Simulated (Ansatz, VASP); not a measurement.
## ZnS in VASP and in Ansatz

```xyz
2
Lattice="0.0000 2.7046 2.7046 2.7046 0.0000 2.7046 2.7046 2.7046 0.0000" Properties=species:S:1:pos:R:3 pbc="T T T"
Zn    0.0000    0.0000    0.0000
S     4.1020    4.0570    4.0570
```

Change from the starting cell: one atom moved.

Alike in both runs: task single point; functional PBE; k mesh 10 × 10 × 10; occupations gaussian, width 0.02 eV; no spin polarisation.

```csv
,VASP,Ansatz
version,VASP 6.6.1,Ansatz 0.2.0
potentials or method,"VASP PAW PBE potentials, release 64 (Zn, S), cutoff 520 eV","scalar-relativistic, plane waves, PAW"
valence electrons in the cell,18,18
```

Ansatz gave:

```
gap on the k mesh at the Fermi level (eV)                     : 2.06
least direct gap on the mesh (eV)                             : 2.06
pressure (GPa)                                                : 1.4
traceless stress, the component that is largest in VASP (GPa) : 1.02
rms of the force components (eV/Å)                            : 0.149
```

What did VASP give for the same quantities?

gap on the k mesh at the Fermi level (eV): 2.07; least direct gap on the mesh (eV): 2.07; pressure (GPa): 1.6; traceless stress, the component that is largest in VASP (GPa): 1.03; rms of the force components (eV/Å): 0.150.

Atom by atom the forces differ by 0.001 eV/Å (rms over components). The functional is the same, so the differences come from potentials, cutoffs and numerics.
